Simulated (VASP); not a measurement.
Here is a VASP 6.6.1 calculation.

INCAR

```
SYSTEM = NaCl
PREC = Accurate
ENCUT = 520
EDIFF = 1E-7
ISMEAR = -1
SIGMA = 0.05
LREAL = .FALSE.
LASPH = .TRUE.
NELM = 100
ALGO = Normal
ISIF = 2
LWAVE = .FALSE.
LCHARG = .FALSE.
GGA = PS
NBANDS = 14
```

File KPOINTS:

```
Automatic mesh
0
G
  8 8 8
  0 0 0
```

File POSCAR:

```
NaCl
1.0
    0.0000000000      2.7753105505      2.7753105505
    2.7753105505      0.0000000000      2.7753105505
    2.7753105505      2.7753105505      0.0000000000
Cl Na
1 1
Direct
    0.5000000000      0.5000000000      0.5000000000
    0.0000000000      0.0000000000      0.0000000000
```

Potentials or basis: VASP PAW PBE potentials, release 64 (Cl, Na_pv).

Run with:

```bash
$ cat potpaw_PBE.64/Cl/POTCAR potpaw_PBE.64/Na_pv/POTCAR > POTCAR
$ mpirun -np 1 vasp_std > vasp.out
```

Estimate the band gap on the k mesh.

5.11 eV, direct.

Predict the pressure.

0.8 GPa.

Caveat: the PAW data sets were made with another functional, which shifts forces and pressure a little. A hybrid or GW would open this gap; PBEsol tends to underestimate it.
